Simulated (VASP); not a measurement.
Here is a VASP 6.6.1 calculation.

Contents of INCAR:

```
ALGO = Normal ; EDIFF = 1E-7
EDIFFG = -0.01 ; ENCUT = 600
GGA = PE ; IBRION = 2
ISIF = 3 ; ISMEAR = 0
LASPH = T ; LCHARG = F
LREAL = F ; LWAVE = F
NELM = 80 ; NSW = 80
PREC = Accurate ; SIGMA = 0.1
```

The input KPOINTS:

```
k-points
0
Gamma
  14 12 10
```

Contents of POSCAR:

```
SiNi
1.0
    3.0266200000      0.0000000000      0.0000000000
    0.0000000000      3.2735000000      0.0000000000
    0.0000000000      0.0000000000      4.6977600000
Si Ni
2 2
Direct
    0.5000000000      0.5000000000      0.8423000000
    0.0000000000      0.0000000000      0.1577000000
    0.5000000000      0.5000000000      0.3442200000
    0.0000000000      0.0000000000      0.6557800000
```

Potentials or basis: VASP PAW PBE potentials, release 64 (Si, Ni).

Run with:

```sh
$ cat potpaw_PBE.64/Si/POTCAR potpaw_PBE.64/Ni/POTCAR > POTCAR
$ mpirun -np 1 vasp_std > vasp.out
```

Task: Predict the relaxed volume.

Result: 11.72 Å³/atom.

Task: What does it give for the relaxed cell?

Result: a = 3.055 Å, b = 3.257 Å, c = 4.712 Å, α = 90.00°, β = 90.00°, γ = 90.00°.

Forces on the atoms (eV/Å):
```
Si   0.000  0.000  0.004
Si   0.000  0.000 -0.004
Ni   0.000  0.000 -0.003
Ni   0.000  0.000  0.003
```

Spin polarisation is off, so any magnetic state and its effect on volume and gap are missing. PBE usually gives volumes a little too large and moduli too small.
